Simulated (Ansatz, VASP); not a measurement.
**One calculation of Al, two programs**

```
CELL_PARAMETERS angstrom
-1.63100 1.63100 1.55144
1.63100 -1.63100 1.55144
1.63100 1.63100 -1.55144
ATOMIC_POSITIONS crystal
Al 0.00000 0.00000 0.00000
```

Change from the starting cell: strain +0.025 along x and y, -0.025 along z, atoms carried along.

Alike in both runs: task single point; functional PBEsol; k mesh 20 × 20 × 20; occupations gaussian, width 0.15 eV; no spin polarisation.

|  | VASP | Ansatz |
| --- | --- | --- |
| version | VASP 6.6.1 | Ansatz 0.2.0 |
| potentials or method | VASP PAW PBE potentials, release 64 (Al), cutoff 520 eV | scalar-relativistic, plane waves, PAW |
| valence electrons in the cell | 3 | 3 |

Ansatz gave:

- gap on the k mesh at the Fermi level (eV): none
- pressure (GPa): 0.2
- traceless stress, the component that is largest in VASP (GPa): -1.24

Which values does VASP return?

gap on the k mesh at the Fermi level (eV): none; pressure (GPa): 0.3; traceless stress, the component that is largest in VASP (GPa): -1.24.

VASP's potentials were made for PBE, not for PBEsol. A gap of «none» marks a metal or a gap that the smearing closes.
